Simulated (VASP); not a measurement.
Runs of VASP 6.6.1 on LuTa2. The structure is that of space group P6/mmm (No. 191), or close to it. The cells are those of the table. The cell was generated, and may not be a known phase.

| task | cell | k mesh | cutoff (eV) | gap on the mesh (eV) | pressure (GPa) |
| --- | --- | --- | --- | --- | --- |
| relaxation of cell and atoms | relaxed from a = 4.528, b = 4.528, c = 3.514 Å, angles 90.0, 90.0, 120.0°, 3 atoms | 6 × 6 × 6 | 600 | none | 0.2 |
| single point | a = 5.109, b = 5.109, c = 2.876 Å, angles 90.0, 90.0, 120.0°, 3 atoms | 6 × 6 × 6 | 520 | none | 0.2 |
| single point | a = 5.118, b = 5.118, c = 2.866 Å, angles 90.0, 90.0, 120.0°, 3 atoms | 12 × 12 × 16 | 520 | none | 0.3 |
| single point | a = 4.528, b = 4.528, c = 3.514 Å, angles 90.0, 90.0, 120.0°, 3 atoms | 6 × 6 × 6 | 520 | none | (a) |

Alike in all rows: level PBE; potentials or basis VASP PAW PBE potentials, release 64 (Lu, Ta_pv); no spin polarisation; smearing gaussian 0.1 eV.

Q: Fill in the values left out.

A: (a) 25.3.

Caveats: some runs use coarse meshes; spin-orbit coupling is left out, which moves the levels of the heavy elements; a cell axis changed by over 15 % at a fixed basis, so the end point is rough (at least some runs); the stress differs along the axes, from -16 to 46 GPa (at least some runs).

A k mesh can miss the band edges, and the runs leave out spin-orbit coupling on Lu, Ta.

A gap of «none» marks levels without a gap at the run's occupations.
